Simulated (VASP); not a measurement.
# Al3InAs4 in VASP: a series of runs

Al3InAs4 is run at these levels: PBE; tasks: single point.

Program: VASP 6.6.1. These are calculated values, not measurements. Logs are shortened: lines on timing, memory, paths and dates and some standing lists are left out, and cuts for length are marked.

### Step 1. The cell of the first run

The typed cell holds 8 atoms: a = 5.835 Å, b = 5.836 Å, c = 7.140 Å, α = 114.19°, β = 114.07°, γ = 89.99°.

### Step 2. Single point, PBE

File INCAR:

```
PREC     = Accurate       # precision mode
ENCUT    = 520            # plane-wave cutoff, eV
EDIFF    = 1E-7           # SCF threshold, eV
ISMEAR   = 0              # smearing method
SIGMA    = 0.1            # smearing width, eV
LREAL    = F              # projectors in reciprocal space
LASPH    = T              # aspherical terms in the spheres
NELM     = 60             # most SCF steps
ALGO     = Normal         # electronic algorithm
ISIF     = 2              # what is computed and relaxed
LWAVE    = F              # write WAVECAR
LCHARG   = F              # write CHGCAR
GGA      = PE             # functional
NBANDS   = 31             # bands
```

File KPOINTS:

```
Automatic mesh
0
Gamma
  4 4 4
```

File POSCAR:

```
Al3InAs4
1.0
    5.8347777416      0.0006567729      0.0033444643
    0.0006603432      5.8361022209     -0.0031817302
   -2.9144179813     -2.9214829933      5.8261493526
Al In As
3 1 4
Direct
    0.2500370788      0.7498715811      0.4999560607
    0.5000936504      0.4998915125     -0.0000014236
    0.7500454672      0.2499315679      0.5000019166
    0.0001385615     -0.0001390582     -0.0000470641
    0.3938732690      0.8671203495      0.2609889103
    0.6059450417      0.6061890158      0.7390741925
    0.8669477591      0.3939951364      0.2609734002
    0.1329191723      0.1331398950      0.7390540073
```

Potentials or basis: VASP PAW PBE potentials, release 64 (Al, In_d, As).

Launch:

```
$ cat potpaw_PBE.64/Al/POTCAR potpaw_PBE.64/In_d/POTCAR potpaw_PBE.64/As/POTCAR > POTCAR
$ mpirun -np 1 vasp_std > vasp.out
```

OUTCAR:

```text
PREC = Accurate
   ENCUT = 520
   EDIFF = 1E-7
   ISMEAR = 0
   LREAL = F
   LASPH = T
   NELM = 60
   ISIF = 2
   GGA = PE

 ion  position               nearest neighbor table
   1  0.250  0.750  0.500-   8 2.49   5 2.49   7 2.49   6 2.49
   2  0.500  0.500  1.000-   5 2.47   8 2.47   6 2.47   7 2.47
   3  0.750  0.250  0.500-   6 2.49   5 2.49   7 2.49   8 2.49
   4  0.000  1.000  1.000-   7 2.65   8 2.65   6 2.65   5 2.65
   5  0.394  0.867  0.261-   2 2.47   1 2.49   3 2.49   4 2.65
   6  0.606  0.606  0.739-   2 2.47   3 2.49   1 2.49   4 2.65
   7  0.867  0.394  0.261-   2 2.47   1 2.49   3 2.49   4 2.65
   8  0.133  0.133  0.739-   2 2.47   1 2.49   3 2.49   4 2.65

  LATTYP: Found a triclinic cell.
 ALAT       =     7.1398252875
 B/A-ratio  =     0.9991643308
 C/A-ratio  =     1.1559792331
 COS(alpha) =     0.0001668720
 COS(beta)  =     0.5780252004
 COS(gamma) =     0.6658001563

  Lattice vectors:

 A1 = (  -2.9210201035,  -2.9152760005,  -5.8263120867)
 A2 = (   2.9137576381,  -2.9146192276,  -5.8229676224)
 A3 = (  -5.8354380848,  -5.8367589938,  -0.0001627341)

Analysis of symmetry for initial positions (statically):
=====================================================================
 Subroutine PRICEL returns:
 Original cell was already a primitive cell.

 Routine SETGRP: Setting up the symmetry group for a
 triclinic supercell.

 Subroutine GETGRP returns: Found  1 space group operations
 (whereof  1 operations were pure point group operations)
 out of a pool of  2 trial point group operations.

The static configuration has the point symmetry C_1 .

Analysis of symmetry for dynamics (positions and initial velocities):
=====================================================================
 Subroutine PRICEL returns:
 Original cell was already a primitive cell.

 Routine SETGRP: Setting up the symmetry group for a
 triclinic supercell.

 Subroutine GETGRP returns: Found  1 space group operations
 (whereof  1 operations were pure point group operations)
 out of a pool of  2 trial point group operations.

The dynamic configuration has the point symmetry C_1 .

 Subroutine INISYM returns: Found  1 space group operations
 (whereof  1 operations are pure point group operations),
 and found     1 'primitive' translations

[... 111 lines left out ...]
   NFREE  =      0    steps in history (QN), initial steepest desc. (CG)
   ISIF   =      2    stress and relaxation
   ISYM   =      2    0-nonsym 1-usesym 2-fastsym
   POTIM  = 0.5000    time-step for ionic-motion
   TEBEG  =    0.0;   TEEND  =   0.0 temperature during run
   PSTRESS=    0.0 pullay stress
   NELECT =      42.0000    total number of electrons
   NUPDOWN=      -1.0000    fix difference up-down
   EMIN   =  10.00;   EMAX   =-10.00  energy-range for DOS
   EFERMI =   0.00;   METHOD = LEGACY
   ISMEAR =     0;   SIGMA  =   0.10  broadening in eV -4-tet -1-fermi 0-gaus
   EFERMI_NEDOS =   21; number of points for ismear=-14 and -15
   IALGO  =     38    algorithm
   IMIX   =      4    mixing-type and parameters
     AMIX     =   0.40;   BMIX     =  1.00
     AMIX_MAG =   1.60;   BMIX_MAG =  1.00
  volume/ion in A,a.u.               =      24.80       167.36
  Fermi-wavevector in a.u.,A,eV,Ry     =   0.975693  1.843792 12.952423  0.951976
  Thomas-Fermi vector in A             =   2.106252
   LORBIT       =      0    0 simple, 1 ext, 2 COOP (PROOUT), +10 PAW based schemes
   GGA     = PE    functional components
   LHFCALC =     F    Hartree Fock is set to
   AEXX    =    0.0000 exact exchange contribution
   IVDW    =     0    specifies the selected vdW correction
   LEPSILON=     F    determine dielectric tensor
   LRPA    =     F    only Hartree local field effects (RPA)
 non-spin polarized calculation
 Gauss-broadening in eV      SIGMA  =   0.10
  energy-cutoff  :      520.00
  volume of cell :      198.40
 maximum number of plane-waves:      5397
 NGX is ok and might be reduce to    48

 number of electron      41.9999996 magnetization

 Free energy of the ion-electron system (eV)
  ---------------------------------------------------
  ext. energy  EPLUGINS =         0.00000000
  ---------------------------------------------------
  free energy    TOTEN  =       -35.83185967 eV

  energy without entropy =      -35.83185967  energy(sigma->0) =      -35.83185967

 E-fermi :   4.1581     XC(G=0):  -8.9217

 val. band max:        3.7336344774   @ k =   0.0000   0.0000   0.0000
 cond. band min:       4.8886855183   @ k =   0.0000   0.0000   0.0000
 fundamental gap:      1.1550510410
 Fermi energy:         4.1580948956

 k-point     1 :       0.0000    0.0000    0.0000
  band No.  band energies     occupation
      1     -10.3286      2.00000
      2     -10.3258      2.00000
      3     -10.3256      2.00000
      4     -10.2154      2.00000
      5     -10.2116      2.00000
      6      -7.9046      2.00000
[... 805 lines left out ...]
     30       8.9180      0.00000
     31       9.4571      0.00000

 [... further k-points ...]

------------------------ aborting loop because EDIFF is reached ----------------------------------------

  FORCE on cell =-STRESS in cart. coord.  units (eV):
  Direction    XX          YY          ZZ          XY          YZ          ZX
  --------------------------------------------------------------------------------------
  -------------------------------------------------------------------------------------
  Total        0.2058671      0.1919171      0.1831226     -0.0110020      0.0581000     -0.0602922
  in kB        1.6625048      1.5498496      1.4788292     -0.0888483      0.4691936     -0.4868968
  external PRESSURE =       1.5637279 kB  Pullay stress =       0.0000000 kB

 VOLUME and BASIS-vectors are now :
 -----------------------------------------------------------------------------
  energy-cutoff  :      520.00
  volume of cell :      198.40
      direct lattice vectors                 reciprocal lattice vectors
     5.834777742  0.000656773  0.003344464     0.171336996  0.000027347  0.085721715
     0.000660343  5.836102221 -0.003181730    -0.000068536  0.171394083  0.085910114
    -2.914417981 -2.921482993  5.826149353    -0.000098392  0.000093585  0.171637661

 POSITION                                       TOTAL-FORCE (eV/Angst)
 -----------------------------------------------------------------------------------
      0.00233      2.91588      2.91127        -0.002759      0.002265      0.001182
      0.00385     -0.00373      5.82622        -0.000433      0.001763      0.001394
      2.91930     -0.00163      2.91480        -0.000427      0.002502      0.000067
     -2.91281      2.91395      5.82269        -0.001087      0.000365     -0.000428
      1.53810      4.29839      1.51912        -0.001177      0.000802      0.001317
      1.38198      1.37899      4.30605         0.005059      0.001570     -0.002652
      4.29812      1.53754      1.52212         0.002839     -0.003153      0.002900
     -1.37827     -1.38203      4.30586        -0.002015     -0.006115     -0.003780
 -----------------------------------------------------------------------------------
    total drift:                                0.000330     -0.000258      0.001335

  FREE ENERGIE OF THE ION-ELECTRON SYSTEM (eV)
  ---------------------------------------------------
  free  energy   TOTEN  =       -35.8318596688 eV

  energy  without entropy=      -35.8318596688  energy(sigma->0) =      -35.83185967
```

It took 3.2 min on 1 thread of Intel Xeon Platinum 8488C (Sapphire Rapids), shared host; peak memory 0.48 GiB.

What came out:

- Free energy: -35.8319 eV
- Pressure: 0.2 GPa
- Largest force: 0.007 eV/Å
- Band gap on the k mesh: 1.16 eV

Forces in eV/Å, atoms in the order of the input:
```
Al  -0.003  0.002  0.001
Al   0.000  0.002  0.001
Al   0.000  0.003  0.000
In  -0.001  0.000  0.000
As  -0.001  0.001  0.001
As   0.005  0.002 -0.003
As   0.003 -0.003  0.003
As  -0.002 -0.006 -0.004
```

Levels at points of the mesh, in eV from the valence-band top:
| k point | band 19 | band 20 | band 21 | band 22 | band 23 | band 24 |
| --- | --- | --- | --- | --- | --- | --- |
| (0.00, 0.00, 0.00) | -0.08 | 0.00 | 0.00 | 1.16 | 1.61 | 2.09 |
| (0.50, 0.00, 0.00) | -1.53 | -0.98 | -0.89 | 3.22 | 3.40 | 3.46 |
| (0.00, 0.50, 0.00) | -1.52 | -0.98 | -0.90 | 3.22 | 3.41 | 3.46 |
| (0.50, 0.50, 0.00) | -0.80 | -0.62 | -0.61 | 1.53 | 1.78 | 2.94 |
| (0.00, 0.00, 0.50) | -1.52 | -1.06 | -1.05 | 1.58 | 1.58 | 1.76 |
| (0.50, 0.00, 0.50) | -1.52 | -0.98 | -0.90 | 3.23 | 3.41 | 3.46 |
| (0.00, 0.50, 0.50) | -1.53 | -0.98 | -0.89 | 3.22 | 3.40 | 3.46 |
| (0.50, 0.50, 0.50) | -0.80 | -0.62 | -0.61 | 1.53 | 1.77 | 2.94 |

Caveat: spin-orbit coupling is left out, which moves the levels of the heavy elements.

### Step 3. Single point, PBE

This run uses another cell than the first one, of the same volume but with other edges.

File INCAR:

```
PREC = Accurate ; ENCUT = 520
EDIFF = 1E-6 ; ISMEAR = 0
SIGMA = 0.02 ; LREAL = False
LASPH = True ; NELM = 60
ALGO = Normal ; ISIF = 2
LWAVE = False ; LCHARG = False
GGA = PE ; NBANDS = 31
```

File KPOINTS:

```
regular mesh
0
Gamma
  8 8 8
```

File POSCAR:

```
Al3InAs4
1.0
   -2.9186523000      2.9186523000      5.8284506000
    2.9186523000     -2.9186523000      5.8284506000
    2.9186523000      2.9186523000     -5.8284506000
Al In As
3 1 4
Direct
    0.7500000000      0.2500000000      0.5000000000
    0.5000000000      0.5000000000      0.0000000000
    0.2500000000      0.7500000000      0.5000000000
    0.0000000000      0.0000000000      0.0000000000
    0.8670580000      0.3940040000      0.0000000000
    0.6059960000      0.6059960000      0.4730540000
    0.3940040000      0.8670580000      0.0000000000
    0.1329420000      0.1329420000      0.5269460000
```

Potentials or basis: VASP PAW PBE potentials, release 64 (Al, In_d, As).

Launch:

```
$ cat potpaw_PBE.64/Al/POTCAR potpaw_PBE.64/In_d/POTCAR potpaw_PBE.64/As/POTCAR > POTCAR
$ mpirun -np 1 vasp_std > vasp.out
```

OUTCAR:

```text
PREC = Accurate
   ENCUT = 520
   EDIFF = 1E-6
   ISMEAR = 0
   LREAL = False
   LASPH = True
   NELM = 60
   ISIF = 2
   GGA = PE

 ion  position               nearest neighbor table
   1  0.750  0.250  0.500-   5 2.49   6 2.49   8 2.49   7 2.49
   2  0.500  0.500  0.000-   6 2.48   5 2.48   7 2.48   8 2.48
   3  0.250  0.750  0.500-   6 2.49   7 2.49   8 2.49   5 2.49
   4  0.000  0.000  0.000-   8 2.65   5 2.65   7 2.65   6 2.65
   5  0.867  0.394  0.000-   2 2.48   3 2.49   1 2.49   4 2.65
   6  0.606  0.606  0.473-   2 2.48   1 2.49   3 2.49   4 2.65
   7  0.394  0.867  0.000-   2 2.48   1 2.49   3 2.49   4 2.65
   8  0.133  0.133  0.527-   2 2.48   1 2.49   3 2.49   4 2.65

  LATTYP: Found a body centered tetragonal cell.
 ALAT       =     5.8373046000
 C/A-ratio  =     1.9969664081

  Lattice vectors:

 A1 = (  -2.9186523000,   2.9186523000,   5.8284506000)
 A2 = (   2.9186523000,  -2.9186523000,   5.8284506000)
 A3 = (   2.9186523000,   2.9186523000,  -5.8284506000)

[... 190 lines left out ...]
 cond. band min:       4.8719123108   @ k =   0.0000   0.0000   0.0000
 fundamental gap:      1.1493791574
 Fermi energy:         3.8597344885

 k-point     1 :       0.0000    0.0000    0.0000
  band No.  band energies     occupation
      1     -10.3340      2.00000
      2     -10.3310      2.00000
      3     -10.3310      2.00000
      4     -10.2214      2.00000
      5     -10.2172      2.00000
      6      -7.9091      2.00000
[... 805 lines left out ...]
     30       9.0622      0.00000
     31       9.3076      0.00000

 [... further k-points ...]

------------------------ aborting loop because EDIFF is reached ----------------------------------------

  FORCE on cell =-STRESS in cart. coord.  units (eV):
  Direction    XX          YY          ZZ          XY          YZ          ZX
  --------------------------------------------------------------------------------------
  -------------------------------------------------------------------------------------
  Total        0.1324870      0.1324870      0.1300877      0.0000000      0.0000000      0.0000000
  in kB        1.0688238      1.0688238      1.0494674      0.0000000      0.0000000      0.0000000
  external PRESSURE =       1.0623717 kB  Pullay stress =       0.0000000 kB

 VOLUME and BASIS-vectors are now :
 -----------------------------------------------------------------------------
  energy-cutoff  :      520.00
  volume of cell :      198.60
      direct lattice vectors                 reciprocal lattice vectors
    -2.918652300  2.918652300  5.828450600     0.000000000  0.171311944  0.085786092
     2.918652300 -2.918652300  5.828450600     0.171311944  0.000000000  0.085786092
     2.918652300  2.918652300 -5.828450600     0.171311944  0.171311944  0.000000000

 POSITION                                       TOTAL-FORCE (eV/Angst)
 -----------------------------------------------------------------------------------
     -0.00000      2.91865      2.91423         0.000000     -0.000000      0.000000
      0.00000      0.00000      5.82845         0.000000     -0.000000      0.000000
      2.91865     -0.00000      2.91423         0.000000     -0.000000      0.000000
      0.00000      0.00000      0.00000         0.000000     -0.000000      0.000000
     -1.38068      1.38068      7.35004        -0.003803      0.003803     -0.004591
      1.38068      1.38068      4.30686         0.003803      0.003803      0.004591
      1.38068     -1.38068      7.35004         0.003803     -0.003803     -0.004591
      1.53797      1.53797     -1.52159        -0.003803     -0.003803      0.004591
 -----------------------------------------------------------------------------------
    total drift:                               -0.000000     -0.000000      0.000000

  FREE ENERGIE OF THE ION-ELECTRON SYSTEM (eV)
  ---------------------------------------------------
  free  energy   TOTEN  =       -35.8407034237 eV

  energy  without entropy=      -35.8407034237  energy(sigma->0) =      -35.84070342
```

Wall time 5.7 min (1 thread of Intel Xeon Platinum 8488C (Sapphire Rapids), shared host); peak memory 0.62 GiB.

What came out:

- Free energy: -35.8407 eV
- Pressure: 0.1 GPa
- Largest force: 0.007 eV/Å
- Band gap on the k mesh: 1.15 eV

Forces on the atoms (eV/Å):
```
Al   0.000  0.000  0.000
Al   0.000  0.000  0.000
Al   0.000  0.000  0.000
In   0.000  0.000  0.000
As  -0.004  0.004 -0.005
As   0.004  0.004  0.005
As   0.004 -0.004 -0.005
As  -0.004 -0.004  0.005
```

Caveat: spin-orbit coupling is left out, which moves the levels of the heavy elements. A k mesh can miss the band edges.
